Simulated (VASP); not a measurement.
O: single point with LDA

The system is O.

```
CELL_PARAMETERS angstrom
0.00000 2.17086 2.17086
2.17086 0.00000 2.17086
2.17086 2.17086 0.00000
ATOMIC_POSITIONS crystal
O 0.25000 0.25000 0.25000
O 0.00000 0.00000 0.00000
```

| Property | Result |
| --- | --- |
| Program | VASP 6.6.1 |
| Task | single point |
| Functional | LDA |
| Potentials or basis | VASP PAW LDA potentials, release 64 (O) |
| Cutoff | 600 eV |
| k mesh | 8 × 8 × 8 |
| Occupations | gaussian, width 0.1 eV |
| Spin | no spin polarisation |

```yaml
Pressure: -5.0 GPa
Band_gap_on_the_k_mesh: zero (band 6 reaches 1.02 eV, above the bottom of band 7 at -0.12 eV)
```

Levels at points of the mesh, in eV from the Fermi level:
```csv
k point,band 3,band 4,band 5,band 6,band 7,band 8,band 9,band 10
"(0.00, 0.00, 0.00)",-3.99,-3.99,-3.99,-0.73,-0.73,-0.73,9.46,23.36
"(0.50, 0.00, 0.00)",-5.26,-4.97,-4.97,0.41,0.41,1.24,12.93,15.64
"(0.50, 0.50, 0.00)",-6.13,-6.13,-2.28,-2.28,1.79,1.79,12.93,12.93
```

Wall time 16 s on 1 thread of Intel Xeon 8259CL, on a shared host, peak memory 0.13 GiB.
